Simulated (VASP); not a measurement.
# Sr (Im-3m) in VASP: a series of runs, part 2 of 2

VASP 6.6.1. The steps go on from the part before.

**3. Single point, PBE (volume scaled by 0.43)**

Input file INCAR:

```
ALGO = Normal ; EDIFF = 1E-7
ENCUT = 520 ; GGA = PE
ISIF = 2 ; ISMEAR = -1
LASPH = T ; LCHARG = F
LREAL = F ; LWAVE = F
NBANDS = 11 ; NELM = 100
PREC = Accurate ; SIGMA = 0.05
```

Input file KPOINTS:

```
k-points
0
Gamma
  11 11 11
```

Input file POSCAR:

```
Sr
1.0
   -1.7976367705      1.7976367705      1.7976367705
    1.7976367705     -1.7976367705      1.7976367705
    1.7976367705      1.7976367705     -1.7976367705
Sr
1
Direct
    0.0000000000      0.0000000000      0.0000000000
```

Potentials or basis: VASP PAW PBE potentials, release 64 (Sr_sv).

The run is started by

```bash
cat potpaw_PBE.64/Sr_sv/POTCAR > POTCAR
mpirun -np 1 vasp_std > vasp.out
```

OUTCAR:

```text
EDIFF = 1E-7
   ENCUT = 520
   GGA = PE
   ISIF = 2
   ISMEAR = -1
   LASPH = T
   LREAL = F
   NELM = 100
   PREC = Accurate

 ion  position               nearest neighbor table
   1  0.000  0.000  0.000-

  LATTYP: Found a body centered cubic cell.
 ALAT       =     3.5952735410

  Lattice vectors:

 A1 = (  -1.7976367705,   1.7976367705,   1.7976367705)
 A2 = (   1.7976367705,  -1.7976367705,   1.7976367705)
 A3 = (   1.7976367705,   1.7976367705,  -1.7976367705)

Analysis of symmetry for initial positions (statically):
=====================================================================
 Subroutine PRICEL returns:
 Original cell was already a primitive cell.

 Routine SETGRP: Setting up the symmetry group for a
 body centered cubic supercell.

 Subroutine GETGRP returns: Found 48 space group operations
 (whereof 48 operations were pure point group operations)
 out of a pool of 48 trial point group operations.

The static configuration has the point symmetry O_h .

Analysis of symmetry for dynamics (positions and initial velocities):
=====================================================================
 Subroutine PRICEL returns:
 Original cell was already a primitive cell.

 Routine SETGRP: Setting up the symmetry group for a
 body centered cubic supercell.

 Subroutine GETGRP returns: Found 48 space group operations
 (whereof 48 operations were pure point group operations)
 out of a pool of 48 trial point group operations.

The dynamic configuration has the point symmetry O_h .

 Subroutine INISYM returns: Found 48 space group operations
 (whereof 48 operations are pure point group operations),
 and found     1 'primitive' translations

----------------------------------------------------------------------------------------

                                     Primitive cell

  volume of cell :      23.2362

  direct lattice vectors                    reciprocal lattice vectors
    -1.797636771  1.797636771  1.797636771     0.000000000  0.278142953  0.278142953
     1.797636771 -1.797636771  1.797636771     0.278142953  0.000000000  0.278142953
     1.797636771  1.797636771 -1.797636771     0.278142953  0.278142953  0.000000000

  length of vectors
     3.113598220  3.113598220  3.113598220     0.393353537  0.393353537  0.393353537

  position of ions in fractional coordinates (direct lattice)
     0.000000000  0.000000000  0.000000000

  ion indices of the primitive-cell ions
   primitive index   ion index
                 1           1

----------------------------------------------------------------------------------------

 KPOINTS: k-points

Automatic generation of k-mesh.
 Grid dimensions read from file:
 generate k-points for:   11   11   11

 Generating k-lattice:

  Cartesian coordinates                     Fractional coordinates (reciprocal lattice)
     0.000000000  0.025285723  0.025285723     0.090909091  0.000000000  0.000000000
     0.025285723  0.000000000  0.025285723     0.000000000  0.090909091  0.000000000
     0.025285723  0.025285723  0.000000000     0.000000000  0.000000000  0.090909091

  Length of vectors
     0.035759412  0.035759412  0.035759412

  Shift w.r.t. Gamma in fractional coordinates (k-lattice)
     0.000000000  0.000000000  0.000000000

 Subroutine IBZKPT returns following result:
 ===========================================

 Found     56 irreducible k-points:

 Following reciprocal coordinates:
            Coordinates               Weight
  0.000000  0.000000  0.000000      1.000000
  0.090909  0.000000  0.000000     12.000000
  0.181818  0.000000  0.000000     12.000000
  0.272727  0.000000  0.000000     12.000000
  0.363636  0.000000  0.000000     12.000000
  0.454545  0.000000  0.000000     12.000000
[... 16 lines left out ...]
  0.272727  0.181818  0.090909     48.000000
  0.363636  0.181818  0.090909     24.000000
 [... further k-points ...]
   k-points           NKPTS =     56   k-points in BZ     NKDIM =     56   number of bands    NBANDS=     11
   number of dos      NEDOS =    301   number of ions     NIONS =      1
   total plane-waves  NPLWV =  13824
   dimension x,y,z NGX =    24 NGY =   24 NGZ =   24
   dimension x,y,z NGXF=    48 NGYF=   48 NGZF=   48
   ions per type =               1
   NGX,Y,Z   is equivalent  to a cutoff of  12.81, 12.81, 12.81 a.u.
   NGXF,Y,Z  is equivalent  to a cutoff of  25.63, 25.63, 25.63 a.u.
 SYSTEM =  unknown system
   PREC   = accura    normal or accurate (medium, high low for compatibility)
   ISTART =      0    job   : 0-new  1-cont  2-samecut
   ICHARG =      2    charge: 1-file 2-atom 10-const
   ISPIN  =      1    spin polarized calculation?
   LNONCOLLINEAR =      F non collinear calculations
   LSORBIT =      F    spin-orbit coupling
   LASPH  =      T    aspherical Exc in radial PAW
   ENCUT  =  520.0 eV  38.22 Ry    6.18 a.u.   5.79  5.79  5.79*2*pi/ulx,y,z
   NELM   =    100;   NELMIN=  2; NELMDL= -5     # of ELM steps
   EDIFF  = 0.1E-06   stopping-criterion for ELM
   LREAL  =      F    real-space projection
   EDIFFG = 0.1E-05   stopping-criterion for IOM
   NSW    =      0    number of steps for IOM
   IBRION =     -1    ionic relax: 0-MD 1-quasi-New 2-CG
   NFREE  =      0    steps in history (QN), initial steepest desc. (CG)
   ISIF   =      2    stress and relaxation
   ISYM   =      2    0-nonsym 1-usesym 2-fastsym
   POTIM  = 0.5000    time-step for ionic-motion
   TEBEG  =    0.0;   TEEND  =   0.0 temperature during run
   PSTRESS=    0.0 pullay stress
   NELECT =      10.0000    total number of electrons
   NUPDOWN=      -1.0000    fix difference up-down
   EMIN   =  10.00;   EMAX   =-10.00  energy-range for DOS
   EFERMI =   0.00;   METHOD = LEGACY
   ISMEAR =    -1;   SIGMA  =   0.05  broadening in eV -4-tet -1-fermi 0-gaus
   EFERMI_NEDOS =   21; number of points for ismear=-14 and -15
   IALGO  =     38    algorithm
   IMIX   =      4    mixing-type and parameters
     AMIX     =   0.40;   BMIX     =  1.00
     AMIX_MAG =   1.60;   BMIX_MAG =  1.00
  volume/ion in A,a.u.               =      23.24       156.81
  Fermi-wavevector in a.u.,A,eV,Ry     =   1.236003  2.335707 20.785670  1.527704
  Thomas-Fermi vector in A             =   2.370629
   LORBIT       =      0    0 simple, 1 ext, 2 COOP (PROOUT), +10 PAW based schemes
   GGA     = PE    functional components
   LHFCALC =     F    Hartree Fock is set to
   AEXX    =    0.0000 exact exchange contribution
   IVDW    =     0    specifies the selected vdW correction
   LEPSILON=     F    determine dielectric tensor
   LRPA    =     F    only Hartree local field effects (RPA)
 non-spin polarized calculation
  energy-cutoff  :      520.00
  volume of cell :       23.24
 maximum number of plane-waves:       642
   NGX = 11   NGY = 11   NGZ = 11

 number of electron      10.0000000 magnetization

 Free energy of the ion-electron system (eV)
  ---------------------------------------------------
  ext. energy  EPLUGINS =         0.00000000
  ---------------------------------------------------
  free energy    TOTEN  =         0.32150132 eV

  energy without entropy =        0.33239584  energy(sigma->0) =        0.32694858

 E-fermi :   5.5152     XC(G=0): -10.5653

 val. band max:        5.4975510368   @ k =  -0.2727   0.3636   0.1818
 cond. band min:       5.5154716663   @ k =  -0.2727   0.2727   0.2727
 fundamental gap:      0.0179206295
 Fermi energy:         5.5151586342

 k-point     1 :       0.0000    0.0000    0.0000
  band No.  band energies     occupation
      1     -30.1919      2.00000
      2     -10.8981      2.00000
      3     -10.8981      2.00000
      4     -10.8981      2.00000
      5       1.7696      2.00000
      6       8.9662      0.00000
      7       8.9662      0.00000
      8       8.9662      0.00000
      9      11.7464      0.00000
     10      11.7464      0.00000
     11      17.6442      0.00000

 k-point     2 :       0.0909    0.0000    0.0000
  band No.  band energies     occupation
      1     -30.1537      2.00000
      2     -11.1409      2.00000
      3     -10.9617      2.00000
      4     -10.9028      2.00000
      5       2.1517      2.00000
      6       8.6551      0.00000
      7       8.7956      0.00000
      8       9.3383      0.00000
      9      11.2525      0.00000
     10      11.6987      0.00000
     11      18.0807      0.00000
[... 295 lines left out ...]
 k-point    24 :       0.3636    0.1818    0.0909
  band No.  band energies     occupation
      1     -29.6505      2.00000
      2     -13.0455      2.00000
      3     -12.0908      2.00000
      4     -11.3828      2.00000
      5       5.3926      1.84131
      6       6.4731      0.00000
      7       8.3781      0.00000
      8      12.7030      0.00000
      9      13.3893      0.00000
     10      17.3814      0.00000
     11      17.8627      0.00000

 [... further k-points ...]
[... 5 lines left out ...]
  --------------------------------------------------------------------------------------
  -------------------------------------------------------------------------------------
  Total        5.2165899      5.2165899      5.2165899      0.0000000      0.0000000      0.0000000
  in kB      359.6925650    359.6925650    359.6925650      0.0000000      0.0000000      0.0000000
  external PRESSURE =     359.6925650 kB  Pullay stress =       0.0000000 kB

 VOLUME and BASIS-vectors are now :
 -----------------------------------------------------------------------------
  energy-cutoff  :      520.00
  volume of cell :       23.24
      direct lattice vectors                 reciprocal lattice vectors
    -1.797636771  1.797636771  1.797636771     0.000000000  0.278142953  0.278142953
     1.797636771 -1.797636771  1.797636771     0.278142953  0.000000000  0.278142953
     1.797636771  1.797636771 -1.797636771     0.278142953  0.278142953  0.000000000

 POSITION                                       TOTAL-FORCE (eV/Angst)
 -----------------------------------------------------------------------------------
      0.00000      0.00000      0.00000        -0.000000     -0.000000      0.000000
 -----------------------------------------------------------------------------------
    total drift:                               -0.000000      0.000000      0.000000

  FREE ENERGIE OF THE ION-ELECTRON SYSTEM (eV)
  ---------------------------------------------------
  free  energy   TOTEN  =         0.3215013240 eV

  energy  without entropy=        0.3323958367  energy(sigma->0) =        0.32694858
```

OSZICAR:

```text
N       E                     dE             d eps       ncg     rms          rms(c)
DAV:   1     0.350964118570E+02    0.35096E+02   -0.58438E+03  1240   0.900E+02
DAV:   2     0.125291456943E+01   -0.33843E+02   -0.33074E+02  1470   0.173E+02
DAV:   3     0.273072755838E+00   -0.97984E+00   -0.97006E+00  1652   0.219E+01
DAV:   4     0.248489633997E+00   -0.24583E-01   -0.24555E-01  1472   0.337E+00
DAV:   5     0.247749839232E+00   -0.73979E-03   -0.73974E-03  1574   0.415E-01    0.198E+01
DAV:   6     0.306445935188E+00    0.58696E-01   -0.61887E-02  1859   0.147E+00    0.116E+01
DAV:   7     0.321639470060E+00    0.15194E-01   -0.83483E-02  1889   0.157E+00    0.103E+00
DAV:   8     0.321457850643E+00   -0.18162E-03   -0.38816E-03  1383   0.498E-01    0.271E-01
DAV:   9     0.321497909125E+00    0.40058E-04   -0.10155E-04  1805   0.794E-02    0.709E-02
DAV:  10     0.321501106309E+00    0.31972E-05   -0.12354E-05  1643   0.360E-02    0.121E-02
DAV:  11     0.321500978843E+00   -0.12747E-06   -0.75648E-07  1852   0.587E-03    0.446E-03
DAV:  12     0.321501320963E+00    0.34212E-06   -0.64253E-08   846   0.214E-03    0.336E-04
DAV:  13     0.321501324017E+00    0.30539E-08   -0.33598E-09   706   0.514E-04
   1 F= 0.32150132E+00 E0= 0.32694858E+00  d E =-.108945E-01
```

Run time: 13 s. Hardware: 1 thread of AMD EPYC 7R43 (Zen 3), shared host; peak memory 0.11 GiB.

What came out:

* Free energy: 0.3215 eV
* Pressure: 36.0 GPa
* Band gap on the k mesh: zero (band 5 reaches 6.53 eV, above the bottom of band 6 at 3.65 eV)

**4. Single point, PBE (volume scaled by 0.5)**

Input file INCAR:

```
SYSTEM = Sr
ALGO = Normal
EDIFF = 1E-6
ENCUT = 520
GGA = PE
ISIF = 2
ISMEAR = -1
LASPH = .True.
LCHARG = .False.
LREAL = .False.
LWAVE = .False.
NBANDS = 11
NELM = 100
PREC = Accurate
SIGMA = 0.05
```

Input file KPOINTS:

```
k-points
0
Gamma
  11 11 11
  0 0 0
```

Input file POSCAR:

```
Sr
1.0
   -1.8903220163      1.8903220163      1.8903220163
    1.8903220163     -1.8903220163      1.8903220163
    1.8903220163      1.8903220163     -1.8903220163
Sr
1
Direct
    0.0000000000      0.0000000000      0.0000000000
```

The run is started by

```bash
cat potpaw_PBE.64/Sr_sv/POTCAR > POTCAR
mpirun -np 1 vasp_std > vasp.out
```

Wall time 10 s (1 thread of AMD EPYC 7R43 (Zen 3), shared host); peak memory 0.11 GiB.

The run converged. Its results:

```
Free energy            : -0.3790 eV
Pressure               : 24.1 GPa
Band gap on the k mesh : zero (band 5 reaches 5.42 eV, above the bottom of band 6 at 3.23 eV)
```

Levels at points of the mesh, in eV from the Fermi level:
```csv
k point,band 1,band 2,band 3,band 4,band 5,band 6,band 7,band 8,band 9,band 10
"(0.00, 0.00, 0.00)",-35.55,-16.73,-16.73,-16.73,-3.93,3.38,3.38,3.38,5.82,5.82
```

**5. Single point, PBE (volume scaled by 0.58)**

Input file INCAR:

```
ALGO     = Normal         # electronic algorithm
EDIFF    = 1E-7           # SCF threshold, eV
ENCUT    = 520            # plane-wave cutoff, eV
GGA      = PE             # functional
ISIF     = 2              # what is computed and relaxed
ISMEAR   = -1             # smearing method
LASPH    = T              # aspherical terms in the spheres
LCHARG   = F              # write CHGCAR
LREAL    = F              # projectors in reciprocal space
LWAVE    = F              # write WAVECAR
NBANDS   = 11             # bands
NELM     = 100            # most SCF steps
PREC     = Accurate       # precision mode
SIGMA    = 0.05           # smearing width, eV
```

Input file KPOINTS:

```
k-points
0
Gamma
  11 11 11
```

Input file POSCAR:

```
Sr
1.0
   -1.9861945640      1.9861945640      1.9861945640
    1.9861945640     -1.9861945640      1.9861945640
    1.9861945640      1.9861945640     -1.9861945640
Sr
1
Direct
    0.0000000000      0.0000000000      0.0000000000
```

The run is started by

```bash
cat potpaw_PBE.64/Sr_sv/POTCAR > POTCAR
mpirun -np 1 vasp_std > vasp.out
```

It took 20 s on 1 thread of AMD EPYC 7R43 (Zen 3), shared host; peak memory 0.13 GiB.

Results (log left out):

```yaml
Free_energy: -0.9001 eV
Pressure: 15.2 GPa
Band_gap_on_the_k_mesh: zero (band 5 reaches 4.49 eV, above the bottom of band 6 at 2.82 eV)
```

Levels at points of the mesh, in eV from the Fermi level:
```csv
k point,band 2,band 3,band 4,band 5,band 6,band 7,band 8,band 9
"(0.00, 0.00, 0.00)",-17.12,-17.12,-17.12,-4.04,3.18,3.18,3.18,5.33
```

**6. Single point, PBE (volume scaled by 0.68)**

Input file INCAR:

```
  PREC = Accurate
  ENCUT = 520
  EDIFF = 1E-6
  ISMEAR = -1
  SIGMA = 0.05
  LREAL = False
  LASPH = True
  NELM = 80
  ALGO = Normal
  ISIF = 2
  LWAVE = False
  LCHARG = False
  GGA = PE
  NBANDS = 11
```

Input file KPOINTS:

```
Automatic mesh
0
Gamma
  11 11 11
```

Input file POSCAR:

```
Sr
1.0
   -2.0943475932      2.0943475932      2.0943475932
    2.0943475932     -2.0943475932      2.0943475932
    2.0943475932      2.0943475932     -2.0943475932
Sr
1
Direct
    0.0000000000      0.0000000000      0.0000000000
```

Potentials or basis: VASP PAW PBE potentials, release 64 (Sr_sv).

The run is started by

```bash
cat potpaw_PBE.64/Sr_sv/POTCAR > POTCAR
mpirun -np 1 vasp_std > vasp.out
```

Run time: 18 s. Hardware: 1 thread of AMD EPYC 7R43 (Zen 3), shared host; peak memory 0.13 GiB.

Results (log left out):

| Property | Result |
| --- | --- |
| Free energy | -1.2900 eV |
| Pressure | 8.4 GPa |
| Band gap on the k mesh | zero (band 5 reaches 3.63 eV, above the bottom of band 6 at 2.41 eV) |

Levels at points of the mesh, in eV from the Fermi level:
```tsv
k point	band 3	band 4	band 5	band 6	band 7	band 8
(0.00, 0.00, 0.00)	-17.50	-17.50	-4.01	2.98	2.98	2.98
```

**7. The runs side by side**

```csv
cell,gap on the mesh (eV),pressure (GPa)
"a = 3.114 Å, angles 109.5°, 1 atom",none,36.0
"a = 3.274 Å, angles 109.5°, 1 atom",none,24.1
"a = 3.440 Å, angles 109.5°, 1 atom",none,15.2
"a = 3.628 Å, angles 109.5°, 1 atom",none,8.4
```

Alike in all rows: task single point; level PBE; potentials or basis VASP PAW PBE potentials, release 64 (Sr_sv); no spin polarisation; k mesh 11 × 11 × 11; cutoff (eV) 520; smearing fermi-dirac 0.05 eV.

Absolute energies hang on the potentials; compare differences alone.
